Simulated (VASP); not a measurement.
**LiO3 (ReO3 type): single point with PBE**

Crystal: LiO3 (ReO3 type).

```xyz
4
Lattice="3.6319 0.0000 0.0000 0.0000 3.6319 0.0000 0.0000 0.0000 3.6319" Properties=species:S:1:pos:R:3 pbc="T T T"
Li    0.0000    0.0000    0.0000
O     1.8160    0.0000    0.0000
O     0.0000    1.8160    0.0000
O     0.0000    0.0000    1.8160
```

```yaml
Program: VASP 6.6.1
Task: single point
Functional: PBE
Potentials_or_basis: VASP PAW PBE potentials, release 64 (Li_sv, O)
Cutoff: 520 eV
k_mesh: 15 × 15 × 15
Occupations: fermi-dirac, width 0.0612256 eV
Spin: no spin polarisation
Dipole_correction: no
Further_INCAR_settings: ALGO = Normal; EDIFF = 1e-07; NBANDS = 18
```

```yaml
Band_gap_on_the_k_mesh: zero (an odd number of electrons rules out a gap without spin polarisation)
```

Levels at points of the mesh, in eV from the Fermi level:
```csv
k point,band 8,band 9,band 10,band 11,band 12,band 13,band 14,band 15
"(0.00, 0.00, 0.00)",-0.21,-0.21,-0.21,0.40,0.40,0.40,9.42,17.21
```

It took 110 s on 1 thread of Intel Xeon 8259CL (shared host), peak memory 0.21 GiB.

Caveat: an odd number of electrons without spin polarisation forces a metal; a magnetic or distorted state may lie lower.
